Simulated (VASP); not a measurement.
Write the native input for VASP 6.6.1 that does the following.

| Quantity | Value |
| --- | --- |
| Task | single point |
| Functional | r2SCAN |
| Potentials or basis | VASP PAW PBE potentials, release 64 (Lu) |
| Cutoff | 520 eV |
| k mesh | 6 × 6 × 4 |
| Occupations | fermi-dirac, width 0.1 eV |
| Spin | no spin polarisation |
| Dipole correction | no |
| Further INCAR settings | ALGO = Normal; EDIFF = 1e-06; NBANDS = 32 |

Lu:

```
Lu
1.0
     3.50482    0.00000    0.00000
    -1.75241    3.03526    0.00000
     0.00000    0.00000    5.46968
Lu
2
Direct
  0.33333 0.66667 0.25000
  0.66667 0.33333 0.75000
```

These files were run (other wordings do the same):

POSCAR

```
Lu
1.0
    3.5048186286      0.0000000000      0.0000000000
   -1.7524093143      3.0352619680      0.0000000000
    0.0000000000      0.0000000000      5.4696750779
Lu
2
Direct
    0.3333333333      0.6666666667      0.2500000000
    0.6666666667      0.3333333333      0.7500000000
```

INCAR.step1

```
ALGO = Normal ; EDIFF = 1E-4
ENCUT = 520 ; GGA = PE
ISMEAR = -1 ; LASPH = T
LCHARG = F ; LREAL = F
LWAVE = T ; NBANDS = 32
NELM = 100 ; PREC = Accurate
SIGMA = 0.1
```

INCAR.step2

```
ALGO = Normal ; EDIFF = 1E-6
ENCUT = 520 ; ISIF = 2
ISMEAR = -1 ; ISTART = 1
LASPH = T ; LCHARG = T
LELF = T ; LMIXTAU = T
LREAL = F ; LVHAR = T
LWAVE = F ; METAGGA = R2SCAN
NBANDS = 32 ; NELM = 100
PREC = Accurate ; SIGMA = 0.1
```

KPOINTS

```
k-points
0
Gamma
  6 6 4
```

Potentials or basis: VASP PAW PBE potentials, release 64 (Lu).

The run is started by

```console
$ cat potpaw_PBE.64/Lu/POTCAR > POTCAR
$ cp INCAR.step1 INCAR
$ mpirun -np 1 vasp_std > vasp.out
$ cp INCAR.step2 INCAR
$ mpirun -np 1 vasp_std > vasp.out
```

Results of the run:

```yaml
Pressure: 0.1 GPa
Band_gap_on_the_k_mesh: zero (band 25 reaches 3.52 eV, above the bottom of band 26 at 1.53 eV)
```

Caveat: the PAW data sets were made with another functional, which shifts forces and pressure a little; spin-orbit coupling is left out, which moves the levels of the heavy elements.

Run time: 78 s on 1 thread of Intel(R) Xeon(R) 6975P-C (Granite Rapids), with other jobs on the host, peak memory 0.2 GiB.
